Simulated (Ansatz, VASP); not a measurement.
One calculation of BP, two programs

```
B P
1.0
     0.00000    2.30229    2.20022
     2.30229    0.00000    2.20022
     2.30229    2.30229    0.00000
B P
1 1
Direct
  0.00000 0.00000 0.00000
  0.75000 0.75000 0.75000
```

Change from the starting cell: strain +0.015 along x and y, -0.030 along z, atoms carried along.

Alike in both runs: task single point; functional r2SCAN; k mesh 10 × 10 × 10; occupations gaussian, width 0.05 eV; no spin polarisation.

```csv
,VASP,Ansatz
version,VASP 6.6.1,Ansatz 0.2.0
potentials or method,"VASP PAW PBE potentials, release 64 (B, P), cutoff 520 eV","scalar-relativistic, plane waves, PAW"
valence electrons in the cell,8,8
```

Ansatz gave:

- gap on the k mesh at the Fermi level (eV): 0.71
- least direct gap on the mesh (eV): 3.13
- pressure (GPa): 0.1
- traceless stress, the component that is largest in VASP (GPa): 8.18

Question: What did VASP give for the same quantities?

Answer: gap on the k mesh at the Fermi level (eV): 0.73; least direct gap on the mesh (eV): 3.16; pressure (GPa): -0.4; traceless stress, the component that is largest in VASP (GPa): 8.21.

VASP's potentials were made for PBE, not for r2SCAN.
